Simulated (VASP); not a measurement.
# TlSn (P4/mmm) in VASP: notebook

Runs on TlSn. Level: LDA. Tasks: relaxation of shape and atoms at fixed volume.

Program: VASP 6.6.1. These are calculated values, not measurements. Logs are shortened: lines on timing, memory, paths and dates and some standing lists are left out, and cuts for length are marked.

### 1 The cell of the first run

The structure is tetragonal, space group P4/mmm (No. 123). The conventional cell has a = 3.246 Å, b = 3.246 Å, c = 4.954 Å, α = 90.00°, β = 90.00°, γ = 90.00°. Within 4.3 Å of Tl (site symmetry 4/mmm) lie 4 Tl at 3.25 Å and 8 Sn at 3.38 Å. Sn (site symmetry 4/mmm) has 4 Sn at 3.25 Å and 8 Tl at 3.38 Å within 4.3 Å.

### 2 Relaxation of shape and atoms at fixed volume, LDA (26.09 Å³/atom)

Contents of INCAR:

```
PREC     = Accurate       # precision mode
ENCUT    = 600            # plane-wave cutoff, eV
EDIFF    = 1E-6           # SCF threshold, eV
ISMEAR   = -1             # smearing method
SIGMA    = 0.15           # smearing width, eV
LREAL    = False          # projectors in reciprocal space
LASPH    = True           # aspherical terms in the spheres
NELM     = 80             # most SCF steps
ALGO     = Fast           # electronic algorithm
ISIF     = 4              # what is computed and relaxed
LWAVE    = False          # write WAVECAR
LCHARG   = False          # write CHGCAR
IBRION   = 2              # ionic algorithm
NSW      = 80             # ionic steps
EDIFFG   = -0.001         # ionic threshold
```

Contents of KPOINTS:

```
regular mesh
0
Gamma
  12 12 10
```

Contents of POSCAR:

```
TlSn
1.0
    3.2457189711      0.0000000000      0.0000000000
    0.0000000000      3.2457189711      0.0000000000
    0.0000000000      0.0000000000      4.9539820517
Tl Sn
1 1
Direct
    0.0000000000      0.0000000000      0.0000000000
    0.5000000000      0.5000000000      0.5000000000
```

Potentials or basis: VASP PAW LDA potentials, release 64 (Tl_d, Sn_d).

Run with:

```bash
cat potpaw_LDA.64/Tl_d/POTCAR potpaw_LDA.64/Sn_d/POTCAR > POTCAR
mpirun -np 1 vasp_std > vasp.out
```

OUTCAR:

```text
PREC = Accurate
   ENCUT = 600
   EDIFF = 1E-6
   ISMEAR = -1
   LREAL = False
   LASPH = True
   NELM = 80
   ISIF = 4
   IBRION = 2
   NSW = 80
   EDIFFG = -0.001

 ion  position               nearest neighbor table
   1  0.000  0.000  0.000-   2 3.38   2 3.38   2 3.38   2 3.38   2 3.38   2 3.38   2 3.38   2 3.38

   2  0.500  0.500  0.500-   1 3.38   1 3.38   1 3.38   1 3.38   1 3.38   1 3.38   1 3.38   1 3.38

  LATTYP: Found a simple tetragonal cell.
 ALAT       =     3.2457189711
 C/A-ratio  =     1.5263126894

  Lattice vectors:

 A1 = (   3.2457189711,   0.0000000000,   0.0000000000)
 A2 = (   0.0000000000,   3.2457189711,   0.0000000000)
 A3 = (   0.0000000000,   0.0000000000,   4.9539820517)

Analysis of symmetry for initial positions (statically):
=====================================================================
 Subroutine PRICEL returns:
 Original cell was already a primitive cell.

 Routine SETGRP: Setting up the symmetry group for a
 simple tetragonal supercell.

 Subroutine GETGRP returns: Found 16 space group operations
 (whereof 16 operations were pure point group operations)
 out of a pool of 16 trial point group operations.

The static configuration has the point symmetry D_4h.

Analysis of symmetry for dynamics (positions and initial velocities):
=====================================================================
 Subroutine PRICEL returns:
 Original cell was already a primitive cell.

 Routine SETGRP: Setting up the symmetry group for a
 simple tetragonal supercell.

 Subroutine GETGRP returns: Found 16 space group operations
 (whereof 16 operations were pure point group operations)
 out of a pool of 16 trial point group operations.

The dynamic configuration has the point symmetry D_4h.

 Subroutine INISYM returns: Found 16 space group operations
 (whereof 16 operations are pure point group operations),
 and found     1 'primitive' translations

----------------------------------------------------------------------------------------

                                     Primitive cell

  volume of cell :      52.1887

  direct lattice vectors                    reciprocal lattice vectors
     3.245718971  0.000000000  0.000000000     0.308098147  0.000000000  0.000000000
     0.000000000  3.245718971  0.000000000     0.000000000  0.308098147  0.000000000
     0.000000000  0.000000000  4.953982052     0.000000000  0.000000000  0.201857817

  length of vectors
     3.245718971  3.245718971  4.953982052     0.308098147  0.308098147  0.201857817

  position of ions in fractional coordinates (direct lattice)
     0.000000000  0.000000000  0.000000000
     0.500000000  0.500000000  0.500000000

  ion indices of the primitive-cell ions
   primitive index   ion index
                 1           1
                 2           2

----------------------------------------------------------------------------------------

 KPOINTS: regular mesh

Automatic generation of k-mesh.
 Grid dimensions read from file:
 generate k-points for:   12   12   10

 Generating k-lattice:

  Cartesian coordinates                     Fractional coordinates (reciprocal lattice)
     0.025674846  0.000000000  0.000000000     0.083333333  0.000000000  0.000000000
     0.000000000  0.025674846  0.000000000     0.000000000  0.083333333  0.000000000
     0.000000000  0.000000000  0.020185782     0.000000000  0.000000000  0.100000000

  Length of vectors
     0.025674846  0.025674846  0.020185782

  Shift w.r.t. Gamma in fractional coordinates (k-lattice)
     0.000000000  0.000000000  0.000000000

 Subroutine IBZKPT returns following result:
 ===========================================

 Found    168 irreducible k-points:

 Following reciprocal coordinates:
            Coordinates               Weight
  0.000000  0.000000  0.000000      1.000000
  0.083333  0.000000  0.000000      4.000000
  0.166667  0.000000  0.000000      4.000000
  0.250000  0.000000  0.000000      4.000000
  0.333333  0.000000  0.000000      4.000000
  0.416667  0.000000  0.000000      4.000000
[... 16 lines left out ...]
  0.333333  0.333333  0.000000      4.000000
  0.416667  0.333333  0.000000      8.000000
 [... further k-points ...]
   k-points           NKPTS =    168   k-points in BZ     NKDIM =    168   number of bands    NBANDS=     17
   number of dos      NEDOS =    301   number of ions     NIONS =      2
   total plane-waves  NPLWV =  31360
   dimension x,y,z NGX =    28 NGY =   28 NGZ =   40
   dimension x,y,z NGXF=    56 NGYF=   56 NGZF=   80
   ions per type =               1   1
   NGX,Y,Z   is equivalent  to a cutoff of  14.34, 14.34, 13.42 a.u.
   NGXF,Y,Z  is equivalent  to a cutoff of  28.68, 28.68, 26.85 a.u.
 SYSTEM =  unknown system
   PREC   = accura    normal or accurate (medium, high low for compatibility)
   ISTART =      0    job   : 0-new  1-cont  2-samecut
   ICHARG =      2    charge: 1-file 2-atom 10-const
   ISPIN  =      1    spin polarized calculation?
   LNONCOLLINEAR =      F non collinear calculations
   LSORBIT =      F    spin-orbit coupling
   LASPH  =      T    aspherical Exc in radial PAW
   ENCUT  =  600.0 eV  44.10 Ry    6.64 a.u.   6.48  6.48  9.89*2*pi/ulx,y,z
   NELM   =     80;   NELMIN=  2; NELMDL= -5     # of ELM steps
   EDIFF  = 0.1E-05   stopping-criterion for ELM
   LREAL  =      F    real-space projection
   EDIFFG = -.1E-02   stopping-criterion for IOM
   NSW    =     80    number of steps for IOM
   IBRION =      2    ionic relax: 0-MD 1-quasi-New 2-CG
   NFREE  =      1    steps in history (QN), initial steepest desc. (CG)
   ISIF   =      4    stress and relaxation
   ISYM   =      2    0-nonsym 1-usesym 2-fastsym
   POTIM  = 0.5000    time-step for ionic-motion
   TEBEG  =    0.0;   TEEND  =   0.0 temperature during run
   PSTRESS=    0.0 pullay stress
   NELECT =      27.0000    total number of electrons
   NUPDOWN=      -1.0000    fix difference up-down
   EMIN   =  10.00;   EMAX   =-10.00  energy-range for DOS
   EFERMI =   0.00;   METHOD = LEGACY
   ISMEAR =    -1;   SIGMA  =   0.15  broadening in eV -4-tet -1-fermi 0-gaus
   EFERMI_NEDOS =   21; number of points for ismear=-14 and -15
   IALGO  =     68    algorithm
   IMIX   =      4    mixing-type and parameters
     AMIX     =   0.40;   BMIX     =  1.00
     AMIX_MAG =   1.60;   BMIX_MAG =  1.00
  volume/ion in A,a.u.               =      26.09       176.09
  Fermi-wavevector in a.u.,A,eV,Ry     =   1.314228  2.483531 23.499913  1.727195
  Thomas-Fermi vector in A             =   2.444495
   LORBIT       =      0    0 simple, 1 ext, 2 COOP (PROOUT), +10 PAW based schemes
   GGA     = CA    functional components
   LHFCALC =     F    Hartree Fock is set to
   AEXX    =    0.0000 exact exchange contribution
   IVDW    =     0    specifies the selected vdW correction
   LEPSILON=     F    determine dielectric tensor
   LRPA    =     F    only Hartree local field effects (RPA)
 conjugate gradient relaxation of ions
 non-spin polarized calculation
 RMM-DIIS sequential band-by-band and
  energy-cutoff  :      600.00
  volume of cell :       52.19
 maximum number of plane-waves:      1775
 NGX is ok and might be reduce to    28
   NGX = 13   NGY = 13   NGZ = 19

--------------------------------------- Ionic step        1  -------------------------------------------

 number of electron      26.9999989 magnetization

 Free energy of the ion-electron system (eV)
  ---------------------------------------------------
  ext. energy  EPLUGINS =         0.00000000
  ---------------------------------------------------
  free energy    TOTEN  =        -7.38698308 eV

  energy without entropy =       -7.31560451  energy(sigma->0) =       -7.35129380

------------------------ aborting loop because EDIFF is reached ----------------------------------------

  FORCE on cell =-STRESS in cart. coord.  units (eV):
  Direction    XX          YY          ZZ          XY          YZ          ZX
  --------------------------------------------------------------------------------------
  -------------------------------------------------------------------------------------
  Total        0.3816504      0.3816504      0.3778312      0.0000000     -0.0000000      0.0000000
  in kB       11.7165568     11.7165568     11.5993108      0.0000000     -0.0000000      0.0000000
  external PRESSURE =      11.6774748 kB  Pullay stress =       0.0000000 kB
[... 165 lines left out ...]
  energy  without entropy=       -7.3156232021  energy(sigma->0) =       -7.35130378

--------------------------------------- Ionic step        6  -------------------------------------------

 number of electron      26.9999989 magnetization

 Free energy of the ion-electron system (eV)
  ---------------------------------------------------
  ext. energy  EPLUGINS =         0.00000000
  ---------------------------------------------------
  free energy    TOTEN  =        -7.38698409 eV

  energy without entropy =       -7.31562976  energy(sigma->0) =       -7.35130693

 E-fermi :   7.8125     XC(G=0): -10.8782

 val. band max:        7.7908190372   @ k =   0.3333   0.2500   0.4000
 cond. band min:       7.8414219010   @ k =   0.1667   0.0000   0.3000
 fundamental gap:      0.0506028638
 Fermi energy:         7.8125437326

 k-point     1 :       0.0000    0.0000    0.0000
  band No.  band energies     occupation
      1     -13.7073      2.00000
      2     -13.6350      2.00000
      3     -13.5349      2.00000
      4     -13.5349      2.00000
      5     -13.4763      2.00000
      6      -4.2033      2.00000
[... 9 lines left out ...]
     16      15.3264      0.00000
     17      15.6746      0.00000
[... 443 lines left out ...]
      1     -13.5986      2.00000
      2     -13.5953      2.00000
      3     -13.5837      2.00000
      4     -13.5398      2.00000
      5     -13.4426      2.00000
      6      -3.9154      2.00000
[... 9 lines left out ...]
     16       9.6301      0.00001
     17      11.1624      0.00000

 [... further k-points ...]

------------------------ aborting loop because EDIFF is reached ----------------------------------------

  FORCE on cell =-STRESS in cart. coord.  units (eV):
  Direction    XX          YY          ZZ          XY          YZ          ZX
  --------------------------------------------------------------------------------------
  -------------------------------------------------------------------------------------
  Total        0.3872157      0.3872157      0.3860655      0.0000000      0.0000000     -0.0000000
  in kB       11.8874124     11.8874124     11.8520995      0.0000000      0.0000000     -0.0000000
  external PRESSURE =      11.8756415 kB  Pullay stress =       0.0000000 kB
[... 17 lines left out ...]
  FREE ENERGIE OF THE ION-ELECTRON SYSTEM (eV)
  ---------------------------------------------------
  free  energy   TOTEN  =        -7.3869840947 eV

  energy  without entropy=       -7.3156297565  energy(sigma->0) =       -7.35130693

 reached required accuracy - stopping structural energy minimisation
```

Wall time 4.2 min (1 thread of Intel Xeon Platinum 8488C (Sapphire Rapids), shared host); peak memory 0.31 GiB.

What came out:

```
Free energy               : -7.3870 eV
Energy gained by relaxing : 0.0 meV/atom
Ionic steps               : 6
Pressure after relaxing   : 1.2 GPa
Band gap on the k mesh    : zero (an odd number of electrons rules out a gap without spin polarisation)
```

Final structure:
```
Tl Sn
1.0
     3.24644    0.00000    0.00000
     0.00000    3.24644    0.00000
     0.00000    0.00000    4.95177
Tl Sn
1 1
Direct
  0.00000 0.00000 0.00000
  0.50000 0.50000 0.50000
```

Caveat: spin-orbit coupling is left out, which moves the levels of the heavy elements.

### 3 Relaxation of shape and atoms at fixed volume, LDA (27.16 Å³/atom)

This run uses another cell than the first one, of 27.16 Å³/atom.

Contents of INCAR:

```
ALGO = Fast
EDIFF = 1E-6
EDIFFG = -0.001
ENCUT = 600
IBRION = 2
ISIF = 4
ISMEAR = -1
LASPH = T
LCHARG = F
LREAL = F
LWAVE = F
NELM = 80
NSW = 80
PREC = Accurate
SIGMA = 0.15
```

Contents of KPOINTS:

```
k-points
0
Gamma
  12 12 10
```

Contents of POSCAR:

```
TlSn
1.0
    3.2892908680      0.0000000000      0.0000000000
    0.0000000000      3.2892908680      0.0000000000
    0.0000000000      0.0000000000      5.0204863908
Tl Sn
1 1
Direct
    0.0000000000      0.0000000000      0.0000000000
    0.5000000000      0.5000000000      0.5000000000
```

Potentials or basis: VASP PAW LDA potentials, release 64 (Tl_d, Sn_d).

Run with:

```bash
cat potpaw_LDA.64/Tl_d/POTCAR potpaw_LDA.64/Sn_d/POTCAR > POTCAR
mpirun -np 1 vasp_std > vasp.out
```

It took 5 min on 1 thread of Intel Xeon Platinum 8488C (Sapphire Rapids), shared host; peak memory 0.32 GiB.

Results (log left out):

```yaml
Free_energy: -7.3890 eV
Energy_gained_by_relaxing: 0.0 meV/atom
Ionic_steps: 5
Pressure_after_relaxing: -0.8 GPa
Band_gap_on_the_k_mesh: zero (an odd number of electrons rules out a gap without spin polarisation)
```

Final structure:
```xyz
2
Lattice="3.2846 0.0000 0.0000 0.0000 3.2846 0.0000 0.0000 0.0000 5.0348" Properties=species:S:1:pos:R:3 pbc="T T T"
Tl    0.0000    0.0000    0.0000
Sn    1.6423    1.6423    2.5174
```

Levels at points of the mesh, in eV from the Fermi level:
| k point | band 10 | band 11 | band 12 | band 13 | band 14 | band 15 | band 16 | band 17 |
| --- | --- | --- | --- | --- | --- | --- | --- | --- |
| (0.00, 0.00, 0.00) | -11.09 | -10.78 | -4.95 | -3.29 | 3.60 | 3.60 | 7.38 | 7.76 |
| (0.50, 0.00, 0.00) | -11.19 | -7.32 | -6.60 | -0.70 | -0.06 | 0.68 | 1.27 | 6.54 |
| (0.50, 0.50, 0.00) | -10.83 | -4.23 | -3.34 | -2.65 | -2.65 | 2.12 | 2.67 | 2.67 |
| (0.00, 0.00, 0.50) | -11.09 | -9.40 | -8.84 | 3.04 | 4.11 | 4.79 | 4.79 | 6.55 |
| (0.50, 0.00, 0.50) | -11.12 | -6.38 | -5.64 | -4.15 | -3.62 | 5.78 | 6.53 | 6.75 |
| (0.50, 0.50, 0.50) | -10.83 | -4.24 | -3.05 | -1.25 | -1.25 | -0.12 | -0.12 | 1.22 |

Caveat: spin-orbit coupling is left out, which moves the levels of the heavy elements.

The gap in the log of VASP goes by the Fermi energy; the results here count the filled bands.